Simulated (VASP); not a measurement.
Runs of VASP 6.6.1 on SnSe. It takes space group Fm-3m (No. 225, cubic). The conventional cell has a = 5.970 Å, b = 5.970 Å, c = 5.970 Å, α = 90.00°, β = 90.00°, γ = 90.00°. Sn (site symmetry m-3m) has 6 Se at 2.98 Å within 3.9 Å. Se (site symmetry m-3m) has 6 Sn at 2.98 Å within 3.9 Å. 

```csv
level,potentials or basis,grid for exact exchange (PRECFOCK),screening parameter,gap on the mesh (eV),pressure (GPa)
LDA,"VASP PAW LDA potentials, release 64 (Sn_d, Se)",-,-,0.71,-3.5
HSE06,"VASP PAW PBE potentials, release 64 (Sn_d, Se)",Normal,0.2079 1/Å,0.61,(c)
PBE,"VASP PAW PBE potentials, release 64 (Sn_d, Se)",-,-,0.68,0.9
r2SCAN,"VASP PAW PBE potentials, release 64 (Sn_d, Se)",-,-,(a),(b)
```

Alike in all rows: task single point; no spin polarisation; cell as given; k mesh 4 × 4 × 4; cutoff (eV) 520; smearing gaussian 0.01 eV.

Q: Estimate the missing entries.

A: (a) 0.57; (b) -0.2; (c) -0.6.

Caveats: all runs use coarse meshes; spin-orbit coupling is left out, which moves the levels of the heavy elements; the PAW data sets were made with another functional, which shifts forces and pressure a little (some runs).

A k mesh can miss the band edges, and the runs leave out spin-orbit coupling on Se, Sn.
